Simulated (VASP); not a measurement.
# Hg (Im-3m) in VASP: single point with PBE

Aim: the single point of Hg with PBE.

Program: VASP 6.6.1. These are calculated values, not measurements. Logs are shortened: lines on timing, memory, paths and dates and some standing lists are left out, and cuts for length are marked.

### Step 1. The cell of the first run

Symmetry: Im-3m, No. 229, cubic system. Conventional cell: a = 3.583 Å, b = 3.583 Å, c = 3.583 Å, α = 90.00°, β = 90.00°, γ = 90.00°. Within 4.1 Å of Hg (site symmetry m-3m) lie 14 Hg at 3.10 to 3.58 Å.

### Step 2. Single point, PBE

Contents of INCAR:

```
SYSTEM = Hg
PREC = Accurate ; ENCUT = 520
EDIFF = 1E-6 ; ISMEAR = 0
SIGMA = 0.05 ; LREAL = .False.
LASPH = .True. ; NELM = 60
ALGO = Normal ; ISIF = 2
LWAVE = .False. ; LCHARG = .False.
GGA = PE ; NBANDS = 12
```

Contents of KPOINTS:

```
regular mesh
0
Gamma
  8 8 8
  0 0 0
```

Contents of POSCAR:

```
Hg
1.0
   -1.7913577498      1.7913577498      1.7913577498
    1.7913577498     -1.7913577498      1.7913577498
    1.7913577498      1.7913577498     -1.7913577498
Hg
1
Direct
    0.0000000000      0.0000000000      0.0000000000
```

Potentials or basis: VASP PAW PBE potentials, release 64 (Hg).

Run with:

```bash
> cat potpaw_PBE.64/Hg/POTCAR > POTCAR
> mpirun -np 1 vasp_std > vasp.out
```

OUTCAR:

```text
SYSTEM = Hg
   PREC = Accurate
   ENCUT = 520
   EDIFF = 1E-6
   ISMEAR = 0
   LREAL = .False.
   LASPH = .True.
   NELM = 60
   ISIF = 2
   GGA = PE

 ion  position               nearest neighbor table
   1  0.000  0.000  0.000-

  LATTYP: Found a body centered cubic cell.
 ALAT       =     3.5827154996

  Lattice vectors:

 A1 = (  -1.7913577498,   1.7913577498,   1.7913577498)
 A2 = (   1.7913577498,  -1.7913577498,   1.7913577498)
 A3 = (   1.7913577498,   1.7913577498,  -1.7913577498)

Analysis of symmetry for initial positions (statically):
=====================================================================
 Subroutine PRICEL returns:
 Original cell was already a primitive cell.

 Routine SETGRP: Setting up the symmetry group for a
 body centered cubic supercell.

 Subroutine GETGRP returns: Found 48 space group operations
 (whereof 48 operations were pure point group operations)
 out of a pool of 48 trial point group operations.

The static configuration has the point symmetry O_h .

Analysis of symmetry for dynamics (positions and initial velocities):
=====================================================================
 Subroutine PRICEL returns:
 Original cell was already a primitive cell.

 Routine SETGRP: Setting up the symmetry group for a
 body centered cubic supercell.

 Subroutine GETGRP returns: Found 48 space group operations
 (whereof 48 operations were pure point group operations)
 out of a pool of 48 trial point group operations.

The dynamic configuration has the point symmetry O_h .

 Subroutine INISYM returns: Found 48 space group operations
 (whereof 48 operations are pure point group operations),
 and found     1 'primitive' translations

----------------------------------------------------------------------------------------

                                     Primitive cell

  volume of cell :      22.9936

  direct lattice vectors                    reciprocal lattice vectors
    -1.791357750  1.791357750  1.791357750     0.000000000  0.279117893  0.279117893
     1.791357750 -1.791357750  1.791357750     0.279117893  0.000000000  0.279117893
     1.791357750  1.791357750 -1.791357750     0.279117893  0.279117893  0.000000000

  length of vectors
     3.102722637  3.102722637  3.102722637     0.394732309  0.394732309  0.394732309

  position of ions in fractional coordinates (direct lattice)
     0.000000000  0.000000000  0.000000000

  ion indices of the primitive-cell ions
   primitive index   ion index
                 1           1

----------------------------------------------------------------------------------------

 KPOINTS: regular mesh

Automatic generation of k-mesh.
 Grid dimensions read from file:
 generate k-points for:    8    8    8

 Generating k-lattice:

  Cartesian coordinates                     Fractional coordinates (reciprocal lattice)
     0.000000000  0.034889737  0.034889737     0.125000000  0.000000000  0.000000000
     0.034889737  0.000000000  0.034889737     0.000000000  0.125000000  0.000000000
     0.034889737  0.034889737  0.000000000     0.000000000  0.000000000  0.125000000

  Length of vectors
     0.049341539  0.049341539  0.049341539

  Shift w.r.t. Gamma in fractional coordinates (k-lattice)
     0.000000000  0.000000000  0.000000000

 Subroutine IBZKPT returns following result:
 ===========================================

 Found     29 irreducible k-points:

 Following reciprocal coordinates:
            Coordinates               Weight
  0.000000  0.000000  0.000000      1.000000
  0.125000  0.000000  0.000000     12.000000
  0.250000  0.000000  0.000000     12.000000
  0.375000  0.000000  0.000000     12.000000
  0.500000  0.000000  0.000000      6.000000
  0.125000  0.125000  0.000000     24.000000
[... 16 lines left out ...]
 -0.250000  0.250000  0.250000      6.000000
 -0.375000  0.375000  0.250000     24.000000
 [... further k-points ...]
   k-points           NKPTS =     29   k-points in BZ     NKDIM =     29   number of bands    NBANDS=     12
   number of dos      NEDOS =    301   number of ions     NIONS =      1
   total plane-waves  NPLWV =  13824
   dimension x,y,z NGX =    24 NGY =   24 NGZ =   24
   dimension x,y,z NGXF=    48 NGYF=   48 NGZF=   48
   ions per type =               1
   NGX,Y,Z   is equivalent  to a cutoff of  12.86, 12.86, 12.86 a.u.
   NGXF,Y,Z  is equivalent  to a cutoff of  25.72, 25.72, 25.72 a.u.
 SYSTEM =  Hg
   PREC   = accura    normal or accurate (medium, high low for compatibility)
   ISTART =      0    job   : 0-new  1-cont  2-samecut
   ICHARG =      2    charge: 1-file 2-atom 10-const
   ISPIN  =      1    spin polarized calculation?
   LNONCOLLINEAR =      F non collinear calculations
   LSORBIT =      F    spin-orbit coupling
   LASPH  =      T    aspherical Exc in radial PAW
   ENCUT  =  520.0 eV  38.22 Ry    6.18 a.u.   5.77  5.77  5.77*2*pi/ulx,y,z
   NELM   =     60;   NELMIN=  2; NELMDL= -5     # of ELM steps
   EDIFF  = 0.1E-05   stopping-criterion for ELM
   LREAL  =      F    real-space projection
[... 7 lines left out ...]
   TEBEG  =    0.0;   TEEND  =   0.0 temperature during run
   PSTRESS=    0.0 pullay stress
   NELECT =      12.0000    total number of electrons
   NUPDOWN=      -1.0000    fix difference up-down
   EMIN   =  10.00;   EMAX   =-10.00  energy-range for DOS
   EFERMI =   0.00;   METHOD = LEGACY
   ISMEAR =     0;   SIGMA  =   0.05  broadening in eV -4-tet -1-fermi 0-gaus
   EFERMI_NEDOS =   21; number of points for ismear=-14 and -15
   IALGO  =     38    algorithm
   IMIX   =      4    mixing-type and parameters
     AMIX     =   0.40;   BMIX     =  1.00
     AMIX_MAG =   1.60;   BMIX_MAG =  1.00
  volume/ion in A,a.u.               =      22.99       155.17
  Fermi-wavevector in a.u.,A,eV,Ry     =   1.318053  2.490759 23.636913  1.737264
  Thomas-Fermi vector in A             =   2.448050
   LORBIT       =      0    0 simple, 1 ext, 2 COOP (PROOUT), +10 PAW based schemes
   GGA     = PE    functional components
   LHFCALC =     F    Hartree Fock is set to
   AEXX    =    0.0000 exact exchange contribution
   IVDW    =     0    specifies the selected vdW correction
   LEPSILON=     F    determine dielectric tensor
   LRPA    =     F    only Hartree local field effects (RPA)
 non-spin polarized calculation
 Gauss-broadening in eV      SIGMA  =   0.05
  energy-cutoff  :      520.00
  volume of cell :       22.99
 maximum number of plane-waves:       632
   NGX = 11   NGY = 11   NGZ = 11

 number of electron      12.0000001 magnetization

 Free energy of the ion-electron system (eV)
  ---------------------------------------------------
  ext. energy  EPLUGINS =         0.00000000
  ---------------------------------------------------
  free energy    TOTEN  =        -0.08254112 eV

  energy without entropy =       -0.08211959  energy(sigma->0) =       -0.08233035

 E-fermi :   2.7176     XC(G=0): -11.0028

 val. band max:        2.5988864515   @ k =   0.5000   0.5000   0.2500
 cond. band min:       2.7287612441   @ k =  -0.3750  -0.3750   0.1250
 fundamental gap:      0.1298747926
 Fermi energy:         2.7175508586

 k-point     1 :       0.0000    0.0000    0.0000
  band No.  band energies     occupation
      1      -6.2912      2.00000
      2      -4.2400      2.00000
      3      -4.2400      2.00000
      4      -4.2400      2.00000
      5      -3.2957      2.00000
      6      -3.2957      2.00000
      7      18.2421      0.00000
      8      18.2421      0.00000
      9      18.2421      0.00000
     10      19.6500      0.00000
     11      19.6500      0.00000
     12      19.6500      0.00000

 k-point     2 :       0.1250    0.0000    0.0000
  band No.  band energies     occupation
      1      -5.8725      2.00000
      2      -4.3143      2.00000
      3      -4.2018      2.00000
      4      -4.0324      2.00000
      5      -3.3678      2.00000
      6      -3.2915      2.00000
      7      15.4712      0.00000
      8      17.3227      0.00000
      9      18.0671      0.00000
     10      18.3573      0.00000
     11      18.3743      0.00000
     12      19.3114      0.00000

 k-point     3 :       0.2500    0.0000    0.0000
  band No.  band energies     occupation
      1      -5.1000      2.00000
      2      -4.4891      2.00000
      3      -3.6804      2.00000
      4      -3.4920      2.00000
      5      -3.4390      2.00000
      6      -3.2767      2.00000
      7      10.3837      0.00000
      8      15.2013      0.00000
      9      15.4714      0.00000
     10      18.0460      0.00000
     11      18.5905      0.00000
     12      20.8300      0.00000
[... 286 lines left out ...]
 k-point    23 :      -0.2500    0.2500    0.2500
  band No.  band energies     occupation
      1      -4.2452      2.00000
      2      -4.1680      2.00000
      3      -3.8323      2.00000
      4      -3.8323      2.00000
      5      -3.5288      2.00000
      6      -1.9530      2.00000
      7      11.0574      0.00000
      8      11.7428      0.00000
      9      11.7428      0.00000
     10      14.4390      0.00000
     11      23.0835      0.00000
     12      23.0835      0.00000

 k-point    24 :      -0.3750    0.3750    0.2500
  band No.  band energies     occupation
      1      -4.5271      2.00000
      2      -4.2949      2.00000
      3      -3.8317      2.00000
      4      -3.5575      2.00000
      5      -2.9868      2.00000
      6       0.0841      2.00000
      7       7.2048      0.00000
      8      10.0130      0.00000
      9      11.7113      0.00000
     10      15.0624      0.00000
     11      20.2741      0.00000
     12      23.3500      0.00000

 [... further k-points ...]

------------------------ aborting loop because EDIFF is reached ----------------------------------------

  FORCE on cell =-STRESS in cart. coord.  units (eV):
  Direction    XX          YY          ZZ          XY          YZ          ZX
  --------------------------------------------------------------------------------------
  -------------------------------------------------------------------------------------
  Total        1.0883116      1.0883116      1.0883116     -0.0000000     -0.0000000      0.0000000
  in kB       75.8327593     75.8327593     75.8327593     -0.0000000     -0.0000000      0.0000000
  external PRESSURE =      75.8327593 kB  Pullay stress =       0.0000000 kB

 VOLUME and BASIS-vectors are now :
 -----------------------------------------------------------------------------
  energy-cutoff  :      520.00
  volume of cell :       22.99
      direct lattice vectors                 reciprocal lattice vectors
    -1.791357750  1.791357750  1.791357750     0.000000000  0.279117893  0.279117893
     1.791357750 -1.791357750  1.791357750     0.279117893  0.000000000  0.279117893
     1.791357750  1.791357750 -1.791357750     0.279117893  0.279117893  0.000000000

 POSITION                                       TOTAL-FORCE (eV/Angst)
 -----------------------------------------------------------------------------------
      0.00000      0.00000      0.00000        -0.000000     -0.000000      0.000000
 -----------------------------------------------------------------------------------
    total drift:                                0.000000      0.000000     -0.000000

  FREE ENERGIE OF THE ION-ELECTRON SYSTEM (eV)
  ---------------------------------------------------
  free  energy   TOTEN  =        -0.0825411157 eV

  energy  without entropy=       -0.0821195855  energy(sigma->0) =       -0.08233035
```

Run time: 3.7 s. Hardware: 1 thread of Intel Xeon Platinum 8488C (Sapphire Rapids), shared host; peak memory 0.14 GiB.

Results:

```
Free energy            : -0.0825 eV
Pressure               : 7.6 GPa
Band gap on the k mesh : zero (band 6 reaches 6.45 eV, above the bottom of band 7 at 1.81 eV)
```

Caveat: spin-orbit coupling is left out, which moves the levels of the heavy elements.
